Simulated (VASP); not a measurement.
# Ag in VASP: further runs

The runs below take Ag through single point, with PBEsol.

Program: VASP 6.6.1. These are calculated values, not measurements. Logs are shortened: lines on timing, memory, paths and dates and some standing lists are left out, and cuts for length are marked.

## (1) The cell of the first run

The structure is cubic, space group Fm-3m (No. 225). The conventional cell has a = 4.086 Å, b = 4.086 Å, c = 4.086 Å, α = 90.00°, β = 90.00°, γ = 90.00°. Ag (site symmetry m-3m) has 12 Ag at 2.89 Å within 3.8 Å.

## (2) Single point, PBEsol

Contents of INCAR:

```
ALGO = Normal
EDIFF = 1E-7
ENCUT = 520
GGA = PS
ISIF = 2
ISMEAR = -1
LASPH = T
LCHARG = T
LELF = T
LREAL = F
LVHAR = T
LWAVE = F
NBANDS = 12
NELM = 100
PREC = Accurate
SIGMA = 0.03
```

Contents of KPOINTS:

```
k-points
0
Gamma
  15 15 15
```

Contents of POSCAR:

```
Ag
1.0
    0.0000000000      2.0431000000      2.0431000000
    2.0431000000      0.0000000000      2.0431000000
    2.0431000000      2.0431000000      0.0000000000
Ag
1
Direct
    0.0000000000      0.0000000000      0.0000000000
```

Potentials or basis: VASP PAW PBE potentials, release 64 (Ag).

On the command line:

```
$ cat potpaw_PBE.64/Ag/POTCAR > POTCAR
$ mpirun -np 1 vasp_std > vasp.out
```

OUTCAR:

```text
EDIFF = 1E-7
   ENCUT = 520
   GGA = PS
   ISIF = 2
   ISMEAR = -1
   LASPH = T
   LREAL = F
   NELM = 100
   PREC = Accurate

 ion  position               nearest neighbor table
   1  0.000  0.000  0.000-

  LATTYP: Found a face centered cubic cell.
 ALAT       =     4.0862000000

  Lattice vectors:

 A1 = (   0.0000000000,   2.0431000000,   2.0431000000)
 A2 = (   2.0431000000,   0.0000000000,   2.0431000000)
 A3 = (   2.0431000000,   2.0431000000,   0.0000000000)

Analysis of symmetry for initial positions (statically):
=====================================================================
 Subroutine PRICEL returns:
 Original cell was already a primitive cell.

 Routine SETGRP: Setting up the symmetry group for a
 face centered cubic supercell.

 Subroutine GETGRP returns: Found 48 space group operations
 (whereof 48 operations were pure point group operations)
 out of a pool of 48 trial point group operations.

The static configuration has the point symmetry O_h .

Analysis of symmetry for dynamics (positions and initial velocities):
=====================================================================
 Subroutine PRICEL returns:
 Original cell was already a primitive cell.

 Routine SETGRP: Setting up the symmetry group for a
 face centered cubic supercell.

 Subroutine GETGRP returns: Found 48 space group operations
 (whereof 48 operations were pure point group operations)
 out of a pool of 48 trial point group operations.

The dynamic configuration has the point symmetry O_h .

 Subroutine INISYM returns: Found 48 space group operations
 (whereof 48 operations are pure point group operations),
 and found     1 'primitive' translations

----------------------------------------------------------------------------------------

                                     Primitive cell

  volume of cell :      17.0569

  direct lattice vectors                    reciprocal lattice vectors
     0.000000000  2.043100000  2.043100000    -0.244726151  0.244726151  0.244726151
     2.043100000  0.000000000  2.043100000     0.244726151 -0.244726151  0.244726151
     2.043100000  2.043100000  0.000000000     0.244726151  0.244726151 -0.244726151

  length of vectors
     2.889379729  2.889379729  2.889379729     0.423878128  0.423878128  0.423878128

  position of ions in fractional coordinates (direct lattice)
     0.000000000  0.000000000  0.000000000

  ion indices of the primitive-cell ions
   primitive index   ion index
                 1           1

----------------------------------------------------------------------------------------

 KPOINTS: k-points

Automatic generation of k-mesh.
 Grid dimensions read from file:
 generate k-points for:   15   15   15

 Generating k-lattice:

  Cartesian coordinates                     Fractional coordinates (reciprocal lattice)
    -0.016315077  0.016315077  0.016315077     0.066666667  0.000000000  0.000000000
     0.016315077 -0.016315077  0.016315077     0.000000000  0.066666667  0.000000000
     0.016315077  0.016315077 -0.016315077     0.000000000  0.000000000  0.066666667

  Length of vectors
     0.028258542  0.028258542  0.028258542

  Shift w.r.t. Gamma in fractional coordinates (k-lattice)
     0.000000000  0.000000000  0.000000000

 Subroutine IBZKPT returns following result:
 ===========================================

 Found    120 irreducible k-points:

 Following reciprocal coordinates:
            Coordinates               Weight
  0.000000  0.000000  0.000000      1.000000
  0.066667  0.000000  0.000000      8.000000
  0.133333  0.000000  0.000000      8.000000
  0.200000  0.000000  0.000000      8.000000
  0.266667  0.000000  0.000000      8.000000
  0.333333  0.000000  0.000000      8.000000
[... 16 lines left out ...]
  0.133333  0.133333  0.000000      6.000000
  0.200000  0.133333  0.000000     24.000000
 [... further k-points ...]
   k-points           NKPTS =    120   k-points in BZ     NKDIM =    120   number of bands    NBANDS=     12
   number of dos      NEDOS =    301   number of ions     NIONS =      1
   total plane-waves  NPLWV =  13824
   dimension x,y,z NGX =    24 NGY =   24 NGZ =   24
   dimension x,y,z NGXF=    48 NGYF=   48 NGZF=   48
   ions per type =               1
   NGX,Y,Z   is equivalent  to a cutoff of  13.81, 13.81, 13.81 a.u.
   NGXF,Y,Z  is equivalent  to a cutoff of  27.62, 27.62, 27.62 a.u.
 SYSTEM =  unknown system
   PREC   = accura    normal or accurate (medium, high low for compatibility)
   ISTART =      0    job   : 0-new  1-cont  2-samecut
   ICHARG =      2    charge: 1-file 2-atom 10-const
   ISPIN  =      1    spin polarized calculation?
   LNONCOLLINEAR =      F non collinear calculations
   LSORBIT =      F    spin-orbit coupling
   LASPH  =      T    aspherical Exc in radial PAW
   ENCUT  =  520.0 eV  38.22 Ry    6.18 a.u.   5.37  5.37  5.37*2*pi/ulx,y,z
   NELM   =    100;   NELMIN=  2; NELMDL= -5     # of ELM steps
   EDIFF  = 0.1E-06   stopping-criterion for ELM
   LREAL  =      F    real-space projection
   EDIFFG = 0.1E-05   stopping-criterion for IOM
   NSW    =      0    number of steps for IOM
   IBRION =     -1    ionic relax: 0-MD 1-quasi-New 2-CG
   NFREE  =      0    steps in history (QN), initial steepest desc. (CG)
   ISIF   =      2    stress and relaxation
   ISYM   =      2    0-nonsym 1-usesym 2-fastsym
   POTIM  = 0.5000    time-step for ionic-motion
   TEBEG  =    0.0;   TEEND  =   0.0 temperature during run
   PSTRESS=    0.0 pullay stress
   NELECT =      11.0000    total number of electrons
   NUPDOWN=      -1.0000    fix difference up-down
   EMIN   =  10.00;   EMAX   =-10.00  energy-range for DOS
   EFERMI =   0.00;   METHOD = LEGACY
   ISMEAR =    -1;   SIGMA  =   0.03  broadening in eV -4-tet -1-fermi 0-gaus
   EFERMI_NEDOS =   21; number of points for ismear=-14 and -15
   IALGO  =     38    algorithm
   IMIX   =      4    mixing-type and parameters
     AMIX     =   0.40;   BMIX     =  1.00
     AMIX_MAG =   1.60;   BMIX_MAG =  1.00
  volume/ion in A,a.u.               =      17.06       115.11
  Fermi-wavevector in a.u.,A,eV,Ry     =   1.414402  2.672832 27.218893  2.000532
  Thomas-Fermi vector in A             =   2.535948
   LORBIT       =      0    0 simple, 1 ext, 2 COOP (PROOUT), +10 PAW based schemes
   GGA     = PS    functional components
   LHFCALC =     F    Hartree Fock is set to
   AEXX    =    0.0000 exact exchange contribution
   IVDW    =     0    specifies the selected vdW correction
   LEPSILON=     F    determine dielectric tensor
   LRPA    =     F    only Hartree local field effects (RPA)
 non-spin polarized calculation
  energy-cutoff  :      520.00
  volume of cell :       17.06
 maximum number of plane-waves:       477
 NGX is ok and might be reduce to    24
   NGX = 11   NGY = 11   NGZ = 11

 number of electron      10.9999999 magnetization

 Free energy of the ion-electron system (eV)
  ---------------------------------------------------
  ext. energy  EPLUGINS =         0.00000000
  ---------------------------------------------------
  free energy    TOTEN  =        -3.30236671 eV

  energy without entropy =       -3.30088059  energy(sigma->0) =       -3.30162365

 E-fermi :   8.3602     XC(G=0): -12.4106

 val. band max:        8.3505627586   @ k =  -0.3333   0.2000   0.0000
 cond. band min:       8.3760563191   @ k =  -0.4000   0.1333   0.0000
 fundamental gap:      0.0254935605
 Fermi energy:         8.3602177383

 k-point     1 :       0.0000    0.0000    0.0000
  band No.  band energies     occupation
      1       0.3984      2.00000
      2       3.4527      2.00000
      3       3.4527      2.00000
      4       3.4527      2.00000
      5       4.4982      2.00000
      6       4.4982      2.00000
      7      24.2110      0.00000
      8      27.7808      0.00000
      9      27.7808      0.00000
     10      27.7808      0.00000
     11      32.6006      0.00000
     12      33.7201      0.00000

 k-point     2 :       0.0667    0.0000    0.0000
  band No.  band energies     occupation
      1       0.5372      2.00000
      2       3.4203      2.00000
      3       3.4912      2.00000
      4       3.4912      2.00000
      5       4.4834      2.00000
      6       4.4834      2.00000
      7      24.2318      0.00000
      8      26.6470      0.00000
      9      27.8377      0.00000
     10      27.8377      0.00000
     11      32.5805      0.00000
     12      33.5498      0.00000

 k-point     3 :       0.1333    0.0000    0.0000
  band No.  band energies     occupation
      1       0.9309      2.00000
      2       3.3555      2.00000
      3       3.5839      2.00000
      4       3.5839      2.00000
      5       4.4623      2.00000
      6       4.4623      2.00000
      7      23.5331      0.00000
      8      25.2476      0.00000
      9      27.9598      0.00000
     10      27.9598      0.00000
     11      31.5130      0.00000
     12      32.9540      0.00000

 k-point     4 :       0.2000    0.0000    0.0000
  band No.  band energies     occupation
      1       1.4723      2.00000
      2       3.3880      2.00000
      3       3.6578      2.00000
      4       3.6578      2.00000
      5       4.5059      2.00000
      6       4.5059      2.00000
      7      21.2503      0.00000
      8      25.0317      0.00000
      9      27.9924      0.00000
     10      27.9924      0.00000
     11      30.9210      0.00000
     12      32.0582      0.00000

 k-point     5 :       0.2667    0.0000    0.0000
  band No.  band energies     occupation
      1       1.8686      2.00000
      2       3.6429      2.00000
      3       3.6429      2.00000
      4       3.8331      2.00000
      5       4.6745      2.00000
      6       4.6745      2.00000
      7      18.6805      0.00000
      8      24.6912      0.00000
      9      27.7124      0.00000
     10      27.7124      0.00000
     11      31.2384      0.00000
     12      31.3474      0.00000
[... 228 lines left out ...]
      1       1.2195      2.00000
      2       3.2724      2.00000
      3       3.6531      2.00000
      4       3.6740      2.00000
      5       4.3383      2.00000
      6       4.5958      2.00000
      7      22.9658      0.00000
      8      24.5508      0.00000
      9      27.0380      0.00000
     10      29.1303      0.00000
     11      30.2282      0.00000
     12      32.8400      0.00000

 k-point    22 :      -0.0667    0.0667    0.0000
  band No.  band energies     occupation
      1       0.7625      2.00000
      2       3.3542      2.00000
      3       3.5443      2.00000
      4       3.5749      2.00000
      5       4.4077      2.00000
      6       4.5235      2.00000
      7      24.1848      0.00000
      8      25.5934      0.00000
      9      27.1246      0.00000
     10      28.4581      0.00000
     11      31.6114      0.00000
     12      33.6426      0.00000

 k-point    23 :       0.1333    0.1333    0.0000
  band No.  band energies     occupation
      1       1.1109      2.00000
      2       3.1757      2.00000
      3       3.7193      2.00000
      4       3.7193      2.00000
      5       4.2466      2.00000
      6       4.6193      2.00000
      7      24.4613      0.00000
      8      25.9239      0.00000
      9      26.0097      0.00000
     10      26.0097      0.00000
     11      31.9923      0.00000
     12      33.4316      0.00000

 k-point    24 :       0.2000    0.1333    0.0000
  band No.  band energies     occupation
      1       1.5374      2.00000
      2       3.0552      2.00000
      3       3.8133      2.00000
      4       3.8472      2.00000
      5       4.2457      2.00000
      6       4.6892      2.00000
      7      23.2860      0.00000
      8      24.8688      0.00000
      9      25.2607      0.00000
     10      26.7586      0.00000
     11      30.3375      0.00000
     12      33.4596      0.00000

 [... further k-points ...]

------------------------ aborting loop because EDIFF is reached ----------------------------------------

  FORCE on cell =-STRESS in cart. coord.  units (eV):
  Direction    XX          YY          ZZ          XY          YZ          ZX
  --------------------------------------------------------------------------------------
  -------------------------------------------------------------------------------------
  Total       -0.3134754     -0.3134754     -0.3134754      0.0000000      0.0000000      0.0000000
  in kB      -29.4452430    -29.4452430    -29.4452430      0.0000000      0.0000000      0.0000000
  external PRESSURE =     -29.4452430 kB  Pullay stress =       0.0000000 kB

 VOLUME and BASIS-vectors are now :
 -----------------------------------------------------------------------------
  energy-cutoff  :      520.00
  volume of cell :       17.06
      direct lattice vectors                 reciprocal lattice vectors
     0.000000000  2.043100000  2.043100000    -0.244726151  0.244726151  0.244726151
     2.043100000  0.000000000  2.043100000     0.244726151 -0.244726151  0.244726151
     2.043100000  2.043100000  0.000000000     0.244726151  0.244726151 -0.244726151

 POSITION                                       TOTAL-FORCE (eV/Angst)
 -----------------------------------------------------------------------------------
      0.00000      0.00000      0.00000         0.000000      0.000000      0.000000
 -----------------------------------------------------------------------------------
    total drift:                               -0.000000      0.000000      0.000000

  FREE ENERGIE OF THE ION-ELECTRON SYSTEM (eV)
  ---------------------------------------------------
  free  energy   TOTEN  =        -3.3023667146 eV

  energy  without entropy=       -3.3008805895  energy(sigma->0) =       -3.30162365
```

Run time: 7.5 s. Hardware: 1 thread of Intel Xeon 6975P-C (Granite Rapids), shared host; peak memory 0.15 GiB.

What came out:

| Property | Result |
| --- | --- |
| Free energy | -3.3024 eV |
| Pressure | -2.9 GPa |

Caveat: the PAW data sets were made with another functional, which shifts forces and pressure a little.

## (3) Single point, PBEsol (equal xx and yy strain of -2 %)

Contents of INCAR:

```
SYSTEM = Ag
ALGO     = Normal         ! electronic algorithm
EDIFF    = 1E-6           ! SCF threshold, eV
ENCUT    = 520            ! plane-wave cutoff, eV
GGA      = PS             ! functional
ISIF     = 2              ! what is computed and relaxed
ISMEAR   = -1             ! smearing method
LASPH    = .True.         ! aspherical terms in the spheres
LCHARG   = .False.        ! write CHGCAR
LREAL    = .False.        ! projectors in reciprocal space
LWAVE    = .False.        ! write WAVECAR
NBANDS   = 12             ! bands
NELM     = 60             ! most SCF steps
PREC     = Accurate       ! precision mode
SIGMA    = 0.03           ! smearing width, eV
```

Contents of KPOINTS:

```
k-points
0
Gamma
  15 15 15
  0 0 0
```

Contents of POSCAR:

```
Ag
1.0
    0.0000000000      2.0022380000      2.0431000000
    2.0022380000      0.0000000000      2.0431000000
    2.0022380000      2.0022380000      0.0000000000
Ag
1
Direct
    0.0000000000      0.0000000000      0.0000000000
```

Potentials or basis: VASP PAW PBE potentials, release 64 (Ag).

On the command line:

```
$ cat potpaw_PBE.64/Ag/POTCAR > POTCAR
$ mpirun -np 1 vasp_std > vasp.out
```

Run time: 30 s. Hardware: 1 thread of Intel Xeon Platinum 8375C at 2.90GHz (Ice Lake), shared host; peak memory 0.18 GiB.

Results (log left out):

```yaml
Free_energy: -3.3047 eV
Pressure: 1.7 GPa
```

Stress tensor (GPa, compression positive):
```
1.94 0.00 0.00
0.00 1.94 0.00
0.00 0.00 1.33
```

Levels at points of the mesh, in eV from the Fermi level:
```tsv
k point	band 2	band 3	band 4	band 5	band 6	band 7	band 8	band 9	band 10	band 11
(0.00, 0.00, 0.00)	-5.16	-5.02	-5.02	-4.02	-3.88	15.93	19.53	19.83	19.83	24.65
```

Caveat: the cell differs from its parent crystal (equal xx and yy strain of -2 %); the PAW data sets were made with another functional, which shifts forces and pressure a little.

## (4) Single point, PBEsol (equal xx and yy strain of -1 %)

INCAR is that of step 3.

KPOINTS is that of step 3.

Contents of POSCAR:

```
Ag
1.0
    0.0000000000      2.0226690000      2.0431000000
    2.0226690000      0.0000000000      2.0431000000
    2.0226690000      2.0226690000      0.0000000000
Ag
1
Direct
    0.0000000000      0.0000000000      0.0000000000
```

On the command line:

```
$ cat potpaw_PBE.64/Ag/POTCAR > POTCAR
$ mpirun -np 1 vasp_std > vasp.out
```

It took 30 s on 1 thread of Intel Xeon Platinum 8375C at 2.90GHz (Ice Lake), shared host; peak memory 0.18 GiB.

The run converged. Its results:

```yaml
Free_energy: -3.3061 eV
Pressure: -0.8 GPa
```

Stress tensor (GPa, compression positive):
```
-0.72  0.00  0.00
 0.00 -0.72  0.00
 0.00  0.00 -0.85
```

Levels at points of the mesh, in eV from the Fermi level:
```
           k point  band 4  band 5  band 6  band 7  band 8  band 9
(0.00, 0.00, 0.00)   -4.97   -3.94   -3.87   15.89   19.48   19.62
```

Caveat: the cell differs from its parent crystal (equal xx and yy strain of -1 %); the PAW data sets were made with another functional, which shifts forces and pressure a little.

## (5) Single point, PBEsol (equal xx and yy strain of +1 %)

Contents of INCAR:

```
SYSTEM = Ag
ALGO = Normal
EDIFF = 1E-6
ENCUT = 520
GGA = PS
ISIF = 2
ISMEAR = -1
LASPH = .TRUE.
LCHARG = .FALSE.
LREAL = .FALSE.
LWAVE = .FALSE.
NBANDS = 12
NELM = 60
PREC = Accurate
SIGMA = 0.03
```

Contents of KPOINTS:

```
k-points
0
G
  15 15 15
  0 0 0
```

Contents of POSCAR:

```
Ag
1.0
    0.0000000000      2.0635310000      2.0431000000
    2.0635310000      0.0000000000      2.0431000000
    2.0635310000      2.0635310000      0.0000000000
Ag
1
Direct
    0.0000000000      0.0000000000      0.0000000000
```

Potentials or basis: VASP PAW PBE potentials, release 64 (Ag).

On the command line:

```
$ cat potpaw_PBE.64/Ag/POTCAR > POTCAR
$ mpirun -np 1 vasp_std > vasp.out
```

OUTCAR:

```text
SYSTEM = Ag
   EDIFF = 1E-6
   ENCUT = 520
   GGA = PS
   ISIF = 2
   ISMEAR = -1
   LASPH = .TRUE.
   LREAL = .FALSE.
   NELM = 60
   PREC = Accurate

 ion  position               nearest neighbor table
   1  0.000  0.000  0.000-

  LATTYP: Found a body centered tetragonal cell.
 ALAT       =     2.9182735266
 C/A-ratio  =     1.4002114479

  Lattice vectors:

 A1 = (   0.0000000000,  -2.0635310000,  -2.0431000000)
 A2 = (   0.0000000000,   2.0635310000,  -2.0431000000)
 A3 = (   2.0635310000,   0.0000000000,   2.0431000000)

[... 538 lines left out ...]

 [... further k-points ...]

------------------------ aborting loop because EDIFF is reached ----------------------------------------

  FORCE on cell =-STRESS in cart. coord.  units (eV):
  Direction    XX          YY          ZZ          XY          YZ          ZX
  --------------------------------------------------------------------------------------
  -------------------------------------------------------------------------------------
  Total       -0.5203207     -0.5203207     -0.5380637      0.0000000      0.0000000     -0.0000000
  in kB      -47.9115327    -47.9115327    -49.5453255      0.0000000      0.0000000     -0.0000000
  external PRESSURE =     -48.4561303 kB  Pullay stress =       0.0000000 kB

 VOLUME and BASIS-vectors are now :
 -----------------------------------------------------------------------------
  energy-cutoff  :      520.00
  volume of cell :       17.40
      direct lattice vectors                 reciprocal lattice vectors
     0.000000000  2.063531000  2.043100000    -0.242303120  0.242303120  0.244726151
     2.063531000  0.000000000  2.043100000     0.242303120 -0.242303120  0.244726151
     2.063531000  2.063531000  0.000000000     0.242303120  0.242303120 -0.244726151

 POSITION                                       TOTAL-FORCE (eV/Angst)
 -----------------------------------------------------------------------------------
      0.00000      0.00000      0.00000         0.000000     -0.000000      0.000000
 -----------------------------------------------------------------------------------
    total drift:                               -0.000000      0.000000     -0.000000

  FREE ENERGIE OF THE ION-ELECTRON SYSTEM (eV)
  ---------------------------------------------------
  free  energy   TOTEN  =        -3.2942161879 eV

  energy  without entropy=       -3.2927719036  energy(sigma->0) =       -3.29349405
```

Run time: 30 s. Hardware: 1 thread of Intel Xeon Platinum 8375C at 2.90GHz (Ice Lake), shared host; peak memory 0.19 GiB.

Results:

```yaml
Free_energy: -3.2942 eV
Pressure: -4.8 GPa
```

Levels at points of the mesh, in eV from the Fermi level:
```tsv
k point	band 3	band 4	band 5	band 6	band 7	band 8	band 9	band 10
(0.00, 0.00, 0.00)	-4.84	-4.78	-3.85	-3.78	15.82	19.23	19.23	19.35
```

Caveat: the cell differs from its parent crystal (equal xx and yy strain of +1 %); the PAW data sets were made with another functional, which shifts forces and pressure a little.

(Part 1 of 2 ends here.)
